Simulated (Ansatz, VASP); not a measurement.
BeTe: VASP beside Ansatz

File INCAR:

```
SYSTEM = BeTe
PREC = Accurate
ENCUT = 600
EDIFF = 1E-6
ISMEAR = 0
SIGMA = 0.05
LREAL = .False.
LASPH = .True.
NELM = 120
ALGO = Normal
ISIF = 2
LWAVE = .False.
LCHARG = .False.
GGA = RE
IVDW = 13
NBANDS = 11
GGA_COMPAT = .False.
```

File KPOINTS:

```
Automatic mesh
0
Gamma
  8 8 8
  0 0 0
```

Contents of POSCAR:

```
BeTe
1.0
    0.0000000000      2.7777487498      2.7777487498
    2.7777487498      0.0000000000      2.7777487498
    2.7777487498      2.7777487498      0.0000000000
Be Te
1 1
Direct
    0.0000000000      0.0000000000      0.0000000000
    0.7500000000      0.7500000000      0.7500000000
```

Input for Ansatz:

```yaml
crystal:
  lattice:
    - [0.0, 2.7777487498, 2.7777487498]
    - [2.7777487498, 0.0, 2.7777487498]
    - [2.7777487498, 2.7777487498, 0.0]
  atoms:
    - { symbol: Be, position: [0.0, 0.0, 0.0] }
    - { symbol: Te, position: [0.75, 0.75, 0.75] }
basis:
  ecutwfc: 420
  ecutrho_ratio: 4
kpoints:
  mp_grid: { grid: [8, 8, 8] }
hamiltonian:
  xc: revpbe
  dispersion: d4
scf:
  occupations: { method: gaussian, width: 0.05 }
output:
  forces: true
  stress: true
  eigenvalues: true
```

Alike in both runs: task single point; functional revPBE; dispersion D4; k mesh 8 × 8 × 8; occupations gaussian, width 0.05 eV; no spin polarisation.

|  | VASP | Ansatz |
| --- | --- | --- |
| version | VASP 6.6.1 | Ansatz 0.2.0 |
| potentials or method | VASP PAW PBE potentials, release 64 (Be, Te), cutoff 600 eV | scalar-relativistic, plane waves, PAW |
| valence electrons in the cell | 8 | 18 |

```tsv
	VASP	Ansatz	Ansatz less VASP
gap on the k mesh at the Fermi level (eV)	1.93	1.95	+0.017
least direct gap on the mesh (eV)	3.59	3.62	+0.023
pressure (GPa)	0.8	0.7	-0.14
```

VASP's potentials were made for PBE, not for revPBE. VASP's potentials hold 8 valence electrons a cell and Ansatz's 18, so a difference there can come from the potentials and not from the codes.

Spin-orbit coupling is off throughout.
